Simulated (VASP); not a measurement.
**FeRu: single point with LDA**

Crystal: FeRu.

```
Fe Ru
1.0
     2.58885    0.00000    0.00000
    -1.29443    2.24201    0.00000
     0.00000    0.00000    3.98714
Fe Ru
1 1
Cartesian
  0.0000 0.0000 1.9936
  1.2944 0.7473 0.0000
```

This cell differs from its parent crystal: volume scaled by 0.94.

- Program: VASP 6.6.1
- Task: single point
- Functional: LDA
- Potentials or basis: VASP PAW LDA potentials, release 64 (Fe, Ru_pv)
- Cutoff: 520 eV
- k mesh: 12 × 12 × 7
- Occupations: fermi-dirac, width 0.05 eV
- Spin: collinear spin, ferromagnetic start
- Starting moments: [3.0, 1.5] μB

| Property | Result |
| --- | --- |
| Pressure | -1.6 GPa |
| Band gap on the k mesh | zero (filled and empty bands overlap) |
| Net moment | 0.00 μB per cell |
| Valence electrons inside the program's atomic spheres | Fe 7.46; Ru 12.86 |

Stress tensor (GPa, compression positive):
```
-1.99  0.00  0.00
 0.00 -1.99  0.00
 0.00  0.00 -0.82
```

Levels at points of the mesh, in eV from the Fermi level:
Spin up:
| k point | band 8 | band 9 | band 10 | band 11 | band 12 | band 13 | band 14 | band 15 |
| --- | --- | --- | --- | --- | --- | --- | --- | --- |
| (0.00, 0.00, 0.00) | -1.66 | -1.26 | -1.26 | -1.23 | -1.23 | 1.11 | 1.11 | 1.34 |
| (0.50, 0.00, 0.00) | -2.04 | -1.54 | -1.07 | 0.59 | 1.62 | 2.25 | 3.15 | 6.15 |
Spin down:
| k point | band 7 | band 8 | band 9 | band 10 | band 11 | band 12 | band 13 | band 14 | band 15 | band 16 |
| --- | --- | --- | --- | --- | --- | --- | --- | --- | --- | --- |
| (0.00, 0.00, 0.00) | -2.63 | -1.66 | -1.26 | -1.26 | -1.23 | -1.23 | 1.11 | 1.11 | 1.34 | 9.88 |
| (0.50, 0.00, 0.00) | -2.66 | -2.04 | -1.54 | -1.07 | 0.59 | 1.62 | 2.25 | 3.15 | 6.15 | 9.88 |

It took 74 s on 1 thread of Oxide Virtual Turin-like Processor, with other jobs on the host, peak memory 0.14 GiB.

Caveat: the starting moments collapsed, and a magnetic state may lie lower.
